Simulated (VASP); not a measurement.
# ZrGa2Se2 (P-3m1) in VASP: notebook, part 2 of 2

VASP 6.6.1. The steps go on from the part before.

### 4 Single point, PBE

This run uses another cell than the first one, of 23.60 Å³/atom.

INCAR reads:

```
  PREC = Accurate
  ENCUT = 520
  EDIFF = 1E-6
  ISMEAR = 0
  SIGMA = 0.1
  LREAL = False
  LASPH = True
  NELM = 60
  ALGO = Normal
  ISIF = 2
  LWAVE = False
  LCHARG = False
  GGA = PE
  NBANDS = 33
```

KPOINTS reads:

```
Automatic mesh
0
Gamma
  12 12 4
```

POSCAR reads:

```
ZrGa2Se2
1.0
    3.6780050510      0.0000000000      0.0000000000
   -1.8390025255      3.1852458094      0.0000000000
    0.0000000000      0.0000000000     10.0733125142
Zr Ga Se
1 2 2
Direct
    0.0000000000      0.0000000000      0.0000000000
    0.3333333333      0.6666666667      0.5898366320
    0.6666666667      0.3333333333      0.4101633680
    0.6666666667      0.3333333333      0.8327953763
    0.3333333333      0.6666666667      0.1672046237
```

Potentials or basis: VASP PAW PBE potentials, release 64 (Zr_sv, Ga_d, Se).

Launch:

```
$ cat potpaw_PBE.64/Zr_sv/POTCAR potpaw_PBE.64/Ga_d/POTCAR potpaw_PBE.64/Se/POTCAR > POTCAR
$ mpirun -np 1 vasp_std > vasp.out
```

OUTCAR:

```text
PREC = Accurate
   ENCUT = 520
   EDIFF = 1E-6
   ISMEAR = 0
   LREAL = False
   LASPH = True
   NELM = 60
   ISIF = 2
   GGA = PE

 ion  position               nearest neighbor table
   1  0.000  0.000  0.000-   4 2.71   5 2.71   5 2.71   4 2.71   4 2.71   5 2.71
   2  0.333  0.667  0.590-   3 2.79   3 2.79   3 2.79
   3  0.667  0.333  0.410-   2 2.79   2 2.79   2 2.79
   4  0.667  0.333  0.833-   1 2.71   1 2.71   1 2.71
   5  0.333  0.667  0.167-   1 2.71   1 2.71   1 2.71

  LATTYP: Found a hexagonal cell.
 ALAT       =     3.6780050510
 C/A-ratio  =     2.7387979012

  Lattice vectors:

 A1 = (   3.6780050510,   0.0000000000,   0.0000000000)
 A2 = (  -1.8390025255,   3.1852458094,   0.0000000000)
 A3 = (   0.0000000000,   0.0000000000,  10.0733125142)

Analysis of symmetry for initial positions (statically):
=====================================================================
 Subroutine PRICEL returns:
 Original cell was already a primitive cell.

 Routine SETGRP: Setting up the symmetry group for a
 hexagonal supercell.

 Subroutine GETGRP returns: Found 12 space group operations
 (whereof 12 operations were pure point group operations)
 out of a pool of 24 trial point group operations.

The static configuration has the point symmetry D_3d.

Analysis of symmetry for dynamics (positions and initial velocities):
=====================================================================
 Subroutine PRICEL returns:
 Original cell was already a primitive cell.

 Routine SETGRP: Setting up the symmetry group for a
 hexagonal supercell.

 Subroutine GETGRP returns: Found 12 space group operations
 (whereof 12 operations were pure point group operations)
 out of a pool of 24 trial point group operations.

The dynamic configuration has the point symmetry D_3d.

[... 120 lines left out ...]
   EFERMI_NEDOS =   21; number of points for ismear=-14 and -15
   IALGO  =     38    algorithm
   IMIX   =      4    mixing-type and parameters
     AMIX     =   0.40;   BMIX     =  1.00
     AMIX_MAG =   1.60;   BMIX_MAG =  1.00
  volume/ion in A,a.u.               =      23.60       159.28
  Fermi-wavevector in a.u.,A,eV,Ry     =   1.229577  2.323563 20.570090  1.511859
  Thomas-Fermi vector in A             =   2.364459
   LORBIT       =      0    0 simple, 1 ext, 2 COOP (PROOUT), +10 PAW based schemes
   GGA     = PE    functional components
   LHFCALC =     F    Hartree Fock is set to
   AEXX    =    0.0000 exact exchange contribution
   IVDW    =     0    specifies the selected vdW correction
   LEPSILON=     F    determine dielectric tensor
   LRPA    =     F    only Hartree local field effects (RPA)
 non-spin polarized calculation
 Gauss-broadening in eV      SIGMA  =   0.10
  energy-cutoff  :      520.00
  volume of cell :      118.01
 maximum number of plane-waves:      3204
   NGX = 13   NGY = 13   NGZ = 37

 number of electron      49.9999989 magnetization

 Free energy of the ion-electron system (eV)
  ---------------------------------------------------
  ext. energy  EPLUGINS =         0.00000000
  ---------------------------------------------------
  free energy    TOTEN  =       -24.47951264 eV

  energy without entropy =      -24.46368218  energy(sigma->0) =      -24.47159741

 E-fermi :   5.1562     XC(G=0):  -9.9555

 val. band max:        5.1503934327   @ k =   0.4167   0.1667   0.2500
 cond. band min:       5.1636527936   @ k =  -0.1667   0.5000   0.2500
 fundamental gap:      0.0132593609
 Fermi energy:         5.1562274409

 k-point     1 :       0.0000    0.0000    0.0000
  band No.  band energies     occupation
      1     -44.5449      2.00000
      2     -22.6268      2.00000
      3     -22.4864      2.00000
      4     -22.4864      2.00000
      5     -10.0874      2.00000
      6     -10.0874      2.00000
[... 853 lines left out ...]
     32       9.4009      0.00000
     33       9.8817      0.00000

 [... further k-points ...]

------------------------ aborting loop because EDIFF is reached ----------------------------------------

  FORCE on cell =-STRESS in cart. coord.  units (eV):
  Direction    XX          YY          ZZ          XY          YZ          ZX
  --------------------------------------------------------------------------------------
  -------------------------------------------------------------------------------------
  Total        0.0515542      0.0515542      0.0625906      0.0000000      0.0000000      0.0000000
  in kB        0.6999175      0.6999175      0.8497523      0.0000000      0.0000000      0.0000000
  external PRESSURE =       0.7498624 kB  Pullay stress =       0.0000000 kB

 VOLUME and BASIS-vectors are now :
 -----------------------------------------------------------------------------
  energy-cutoff  :      520.00
  volume of cell :      118.01
      direct lattice vectors                 reciprocal lattice vectors
     3.678005051  0.000000000  0.000000000     0.271886522  0.156973756  0.000000000
    -1.839002525  3.185245809  0.000000000     0.000000000  0.313947513  0.000000000
     0.000000000  0.000000000 10.073312514     0.000000000  0.000000000  0.099272210

 POSITION                                       TOTAL-FORCE (eV/Angst)
 -----------------------------------------------------------------------------------
      0.00000      0.00000      0.00000        -0.000000      0.000000      0.000000
     -0.00000      2.12350      5.94161         0.000000      0.000000      0.005428
      1.83900      1.06175      4.13170        -0.000000     -0.000000     -0.005428
      1.83900      1.06175      8.38901        -0.000000      0.000000     -0.012218
     -0.00000      2.12350      1.68430         0.000000      0.000000      0.012218
 -----------------------------------------------------------------------------------
    total drift:                                0.000000     -0.000000      0.000000

  FREE ENERGIE OF THE ION-ELECTRON SYSTEM (eV)
  ---------------------------------------------------
  free  energy   TOTEN  =       -24.4795126381 eV

  energy  without entropy=      -24.4636821758  energy(sigma->0) =      -24.47159741
```

stdout:

```text
POSCAR found type information on POSCAR ZrGaSe
 POSCAR found :  3 types and       5 ions
 scaLAPACK will be used
 LDA part: xc-table for (Slater+PW92), standard interpolation
 POSCAR, INCAR and KPOINTS ok, starting setup
 FFT: planning ... GRIDC
 FFT: planning ... GRID_SOFT
 FFT: planning ... GRID
 WAVECAR not read
 entering main loop
```

It took 2.2 min on 1 thread of Intel Xeon 6975P-C (Granite Rapids), shared host; peak memory 0.41 GiB.

Results:

```
Free energy            : -24.4795 eV
Pressure               : 0.1 GPa
Largest force          : 0.012 eV/Å
Band gap on the k mesh : zero (bands 25 and 26 overlap by 1.22 eV)
```

Forces on the atoms (eV/Å):
```
Zr   0.000  0.000  0.000
Ga   0.000  0.000  0.005
Ga   0.000  0.000 -0.005
Se   0.000  0.000 -0.012
Se   0.000  0.000  0.012
```

Levels at points of the mesh, in eV from the Fermi level:
```
           k point  band 22  band 23  band 24  band 25  band 26  band 27  band 28  band 29
(0.00, 0.00, 0.00)    -0.77    -0.77    -0.56     0.27     0.70     0.70     2.11     3.20
(0.50, 0.00, 0.00)    -3.10    -2.62    -1.89    -1.20     0.08     0.36     1.89     2.48
(0.00, 0.00, 0.50)    -2.84    -0.78    -0.78     0.70     0.70     1.07     2.91     3.38
(0.50, 0.00, 0.50)    -3.52    -3.11    -1.86    -0.57     0.05     0.17     1.68     2.48
```

### 5 Single point, PBE, collinear spin

This run uses another cell than the first one, of 23.01 Å³/atom.

INCAR reads:

```
PREC = Accurate
ENCUT = 520
EDIFF = 1E-7
ISMEAR = 0
SIGMA = 0.1
LREAL = F
LASPH = T
NELM = 150
ALGO = Normal
ISIF = 2
LWAVE = F
LCHARG = T
ISPIN = 2
MAGMOM = 1 0 0 0 0
LORBIT = 11
LMAXMIX = 4
GGA = PE
LELF = T
LVHAR = T
NBANDS = 37
```

KPOINTS reads:

```
Automatic mesh
0
Gamma
  6 6 2
```

POSCAR reads:

```
ZrGa2Se2
1.0
    3.7243830337      0.0000000000      0.0000000000
   -1.8621915168      3.2254103206      0.0000000000
    0.0000000000      0.0000000000      9.5794639843
Zr Ga Se
1 2 2
Direct
    0.0000000000      0.0000000000      0.0000000000
    0.3333333333      0.6666666667      0.5846844793
    0.6666666667      0.3333333333      0.4153155207
    0.6666666667      0.3333333333      0.8250698617
    0.3333333333      0.6666666667      0.1749301383
```

Launch:

```
$ cat potpaw_PBE.64/Zr_sv/POTCAR potpaw_PBE.64/Ga_d/POTCAR potpaw_PBE.64/Se/POTCAR > POTCAR
$ mpirun -np 1 vasp_std > vasp.out
```

Run time: 80 s. Hardware: 1 thread of Intel Xeon 6975P-C (Granite Rapids), shared host; peak memory 0.31 GiB.

Results (log left out):

```
Free energy                                           : -24.4558 eV
Pressure                                              : 0.2 GPa
Largest force                                         : 0.018 eV/Å
Band gap on the k mesh                                : zero (filled and empty bands overlap)
Net moment                                            : 0.00 μB per cell
Valence electrons inside the program's atomic spheres : Zr 9.69; Ga 11.47; Se 3.88
```

Forces in eV/Å, atoms in the order of the input:
```
Zr   0.000  0.000  0.000
Ga   0.000  0.000  0.018
Ga   0.000  0.000 -0.018
Se   0.000  0.000  0.016
Se   0.000  0.000 -0.016
```

Levels at points of the mesh, in eV from the Fermi level:
Spin up:
```csv
k point,band 21,band 22,band 23,band 24,band 25,band 26,band 27,band 28,band 29,band 30
"(0.00, 0.00, 0.00)",-3.14,-1.14,-1.14,-0.10,0.41,0.48,0.48,2.08,2.70,2.70
"(0.50, 0.00, 0.00)",-3.83,-3.36,-2.69,-2.25,-1.19,0.10,0.65,1.44,2.17,2.59
"(0.00, 0.00, 0.50)",-2.77,-2.41,-1.15,-1.15,0.48,0.48,0.93,3.05,3.05,3.05
"(0.50, 0.00, 0.50)",-3.83,-3.66,-3.38,-2.20,-0.64,0.31,0.34,1.16,2.18,2.60
```
Spin down:
| k point | band 21 | band 22 | band 23 | band 24 | band 25 | band 26 | band 27 | band 28 | band 29 | band 30 |
| --- | --- | --- | --- | --- | --- | --- | --- | --- | --- | --- |
| (0.00, 0.00, 0.00) | -3.14 | -1.14 | -1.14 | -0.10 | 0.41 | 0.48 | 0.48 | 2.08 | 2.70 | 2.70 |
| (0.50, 0.00, 0.00) | -3.83 | -3.36 | -2.69 | -2.25 | -1.19 | 0.10 | 0.65 | 1.44 | 2.17 | 2.59 |
| (0.00, 0.00, 0.50) | -2.77 | -2.41 | -1.15 | -1.15 | 0.48 | 0.48 | 0.93 | 3.05 | 3.05 | 3.05 |
| (0.50, 0.00, 0.50) | -3.83 | -3.66 | -3.38 | -2.20 | -0.64 | 0.31 | 0.34 | 1.16 | 2.18 | 2.60 |

### 6 Relaxation of cell and atoms, PBE

INCAR reads:

```
ALGO     = Normal         # electronic algorithm
EDIFF    = 1E-6           # SCF threshold, eV
EDIFFG   = -0.04          # ionic threshold
ENCUT    = 600            # plane-wave cutoff, eV
GGA      = PE             # functional
IBRION   = 2              # ionic algorithm
ISIF     = 3              # what is computed and relaxed
ISMEAR   = 0              # smearing method
LASPH    = T              # aspherical terms in the spheres
LCHARG   = F              # write CHGCAR
LREAL    = F              # projectors in reciprocal space
LWAVE    = F              # write WAVECAR
NELM     = 100            # most SCF steps
NSW      = 90             # ionic steps
PREC     = Accurate       # precision mode
SIGMA    = 0.1            # smearing width, eV
```

KPOINTS reads:

```
k-points
0
Gamma
  6 6 4
```

POSCAR reads:

```
ZrGa2Se2
1.0
    4.2602523600      0.0000000000      0.0000000000
   -2.1301261800      3.6894867700      0.0000000000
    0.0000000000      0.0000000000      7.1450443000
Zr Ga Se
1 2 2
Direct
    0.0000000000      0.0000000000      0.0000000000
    0.3333333300      0.6666666700      0.6348713000
    0.6666666700      0.3333333300      0.3651287000
    0.6666666700      0.3333333300      0.7456747900
    0.3333333300      0.6666666700      0.2543252100
```

Potentials or basis: VASP PAW PBE potentials, release 64 (Zr_sv, Ga_d, Se).

Launch:

```
$ cat potpaw_PBE.64/Zr_sv/POTCAR potpaw_PBE.64/Ga_d/POTCAR potpaw_PBE.64/Se/POTCAR > POTCAR
$ mpirun -np 1 vasp_std > vasp.out
```

Wall time 24 min (1 thread of Intel Xeon 6975P-C (Granite Rapids), shared host); peak memory 0.35 GiB.

Results (log left out):

* Free energy: -24.4365 eV
* Relaxed volume: 23.17 Å³/atom
* Relaxed cell: a = 3.727 Å, b = 3.727 Å, c = 9.629 Å, α = 90.00°, β = 90.00°, γ = 120.00°
* Space group after relaxing (to 0.1 Å): P-3m1 (No. 164)
* Energy gained by relaxing: 664.5 meV/atom
* Ionic steps: 42
* Pressure after relaxing: -0.1 GPa
* Largest force after relaxing: 0.027 eV/Å
* Band gap on the k mesh: zero (bands 25 and 26 overlap by 0.73 eV)

Forces in eV/Å, atoms in the order of the input:
```
Zr   0.000  0.000  0.000
Ga   0.000  0.000 -0.027
Ga   0.000  0.000  0.027
Se   0.000  0.000 -0.013
Se   0.000  0.000  0.013
```

Stress tensor (GPa, compression positive):
```
-0.12  0.00  0.00
 0.00 -0.12  0.00
 0.00  0.00 -0.04
```

The path:
```
step  energy change (eV)  largest force (eV/Å)  pressure (GPa)  volume (Å³)
   1              0.0000                2.7843            4.69       112.31
   3             -1.1004                1.6373           -4.29       132.80
   5             -1.8218                1.0269           -3.04       128.85
   7             -2.2783                0.5455            1.21       122.73
   9             -2.4453                0.4389           -1.78       129.77
  11             -2.5243                0.4503           -4.10       133.95
  13             -2.6759                1.1480           -6.85       132.03
  15             -2.9256                0.6629           -4.55       126.90
  17             -2.6841                0.2249            9.57        97.50
  19             -3.1905                0.3865           -0.06       112.61
  21             -3.2334                0.3638            0.83       112.54
  23             -3.2404                0.3439            1.46       112.48
  25             -3.2725                0.2416            0.07       115.75
  27             -3.2777                0.2045           -0.70       118.00
  29             -3.2997                0.1278           -0.04       117.20
  31             -3.3045                0.1620            0.46       116.71
  33             -3.3110                0.0324           -0.33       118.12
  35             -3.3148                0.0487           -0.16       118.04
  37             -3.3172                0.1116            0.19       117.34
  39             -3.3190                0.0522           -0.27       117.72
  41             -3.3215                0.0617           -0.02       116.14
  42             -3.3225                0.0272           -0.09       115.86
```

Final structure:
```
CELL_PARAMETERS angstrom
3.72737 0.00000 0.00000
-1.86368 3.22800 0.00000
0.00000 0.00000 9.62908
ATOMIC_POSITIONS crystal
Zr 0.00000 0.00000 0.00000
Ga 0.33333 0.66667 0.58573
Ga 0.66667 0.33333 0.41427
Se 0.66667 0.33333 0.82628
Se 0.33333 0.66667 0.17372
```

Levels at points of the mesh, in eV from the Fermi level:
```tsv
k point	band 21	band 22	band 23	band 24	band 25	band 26	band 27	band 28	band 29	band 30
(0.00, 0.00, 0.00)	-3.06	-1.05	-1.05	-0.10	0.48	0.57	0.57	2.12	2.81	2.81
(0.50, 0.00, 0.00)	-3.76	-3.27	-2.62	-2.16	-1.12	0.15	0.68	1.55	2.25	2.66
(0.00, 0.00, 0.50)	-2.70	-2.40	-1.07	-1.07	0.57	0.57	1.01	3.09	3.14	3.14
(0.50, 0.00, 0.50)	-3.72	-3.59	-3.29	-2.11	-0.56	0.33	0.38	1.28	2.25	2.67
```

Caveat: a cell axis changed by over 15 % at a fixed basis, so the end point is rough.

### 7 The runs side by side

| task | spin | cell | k mesh | cutoff (eV) | gap on the mesh (eV) | pressure (GPa) | largest force (eV/Å) |
| --- | --- | --- | --- | --- | --- | --- | --- |
| single point | off | a = 4.260, b = 4.260, c = 7.145 Å, angles 90.0, 90.0, 120.0°, 5 atoms, atomic positions A | 6 × 6 × 4 | 520 | none | 4.7 | 2.78 |
| single point | off | a = 3.724, b = 3.724, c = 9.579 Å, angles 90.0, 90.0, 120.0°, 5 atoms, atomic positions B | 6 × 6 × 4 | 520 | none | 0.1 | 0.01 |
| single point | off | a = 3.678, b = 3.678, c = 10.073 Å, angles 90.0, 90.0, 120.0°, 5 atoms, atomic positions C | 12 × 12 × 4 | 520 | none | 0.1 | 0.01 |
| single point | collinear | a = 3.724, b = 3.724, c = 9.579 Å, angles 90.0, 90.0, 120.0°, 5 atoms, atomic positions B | 6 × 6 × 2 | 520 | none | 0.2 | 0.02 |
| relaxation of cell and atoms | off | relaxed from a = 4.260, b = 4.260, c = 7.145 Å, angles 90.0, 90.0, 120.0°, 5 atoms, atomic positions A | 6 × 6 × 4 | 600 | none | -0.1 | 0.03 |

Alike in all rows: level PBE; potentials or basis VASP PAW PBE potentials, release 64 (Zr_sv, Ga_d, Se); smearing gaussian 0.1 eV.

Caveats: the cell stands under pressure (at least some runs); forces of over 1 eV/Å act on the atoms, so gaps and moduli don't describe the material at rest (at least some runs); a cell axis changed by over 15 % at a fixed basis, so the end point is rough (at least some runs).

Total energies depend on the potentials used, so only differences within one code and one set of settings carry meaning.
